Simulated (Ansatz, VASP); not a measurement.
BaTe in VASP and in Ansatz

```
Ba Te
1.0
     6.00144    0.00000    0.00000
     0.00000    6.00144    0.00000
     0.00000    0.00000    4.24363
Ba Te
2 2
Direct
  0.50000 0.00000 0.49995
  0.00000 0.50000 0.50005
  0.00000 0.00000 0.00000
  0.50000 0.50000 0.00000
```

Alike in both runs: task single point; functional LDA; k mesh 6 × 6 × 8; occupations gaussian, width 0.05 eV; no spin polarisation.

```csv
,VASP,Ansatz
version,VASP 6.6.1,Ansatz 0.2.0
potentials or method,"VASP PAW LDA potentials, release 64 (Ba_sv, Te), cutoff 520 eV","scalar-relativistic, plane waves, PAW"
valence electrons in the cell,32,52
```

```tsv
	VASP	Ansatz	Ansatz less VASP
gap on the k mesh at the Fermi level (eV)	0.64	0.75	+0.112
pressure (GPa)	-2.5	-3.0	-0.50
```

LDA's correlation is that of Perdew and Zunger in VASP and of Perdew and Wang (1992) in Ansatz. VASP's potentials hold 32 valence electrons a cell and Ansatz's 52, so a difference there can come from the potentials and not from the codes.

Spin-orbit coupling is off throughout.
